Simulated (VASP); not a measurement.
Set up this calculation in VASP 6.6.1, as the native input.

* Task: single point
* Functional: PBE
* Potentials or basis: VASP PAW PBE potentials, release 64 (Sc_sv, Ga_d, Se)
* Cutoff: 520 eV
* k mesh: 6 × 6 × 4
* Occupations: gaussian, width 0.1 eV
* Spin: no spin polarisation
* Dipole correction: no
* Further INCAR settings: ALGO = Normal; EDIFF = 1e-07; NBANDS = 22

The structure of ScGaSe lies in POSCAR:

```
ScGaSe
1.0
    3.3937302000      0.0000000000      0.0000000000
    0.0000000000      3.3937302000      0.0000000000
    0.0000000000      0.0000000000      7.0058850000
Sc Ga Se
1 1 1
Direct
    0.5000000000      0.5000000000      0.0000000000
    0.0000000000      0.0000000000      0.0000000000
    0.5000000000      0.5000000000      0.5000000000
```

The cell was generated, and may not be a known phase.

These files were run (other wordings do the same):

INCAR

```
SYSTEM = ScGaSe
  PREC = Accurate
  ENCUT = 520
  EDIFF = 1E-7
  ISMEAR = 0
  SIGMA = 0.1
  LREAL = .FALSE.
  LASPH = .TRUE.
  NELM = 80
  ALGO = Normal
  ISIF = 2
  LWAVE = .FALSE.
  LCHARG = .FALSE.
  GGA = PE
  NBANDS = 22
```

KPOINTS

```
regular mesh
0
G
  6 6 4
  0 0 0
```

Potentials or basis: VASP PAW PBE potentials, release 64 (Sc_sv, Ga_d, Se).

Run with:

```console
$ cat potpaw_PBE.64/Sc_sv/POTCAR potpaw_PBE.64/Ga_d/POTCAR potpaw_PBE.64/Se/POTCAR > POTCAR
$ mpirun -np 1 vasp_std > vasp.out
```

It gave:

| Property | Result |
| --- | --- |
| Pressure | 10.1 GPa |
| Band gap on the k mesh | zero (bands 15 and 16 overlap by 1.08 eV) |

Caveat: the stress differs along the axes, from -11 to 21 GPa.

Wall time 54 s on 1 thread of AMD EPYC 7R13 Processor (Zen 3) (shared host), peak memory 0.2 GiB.
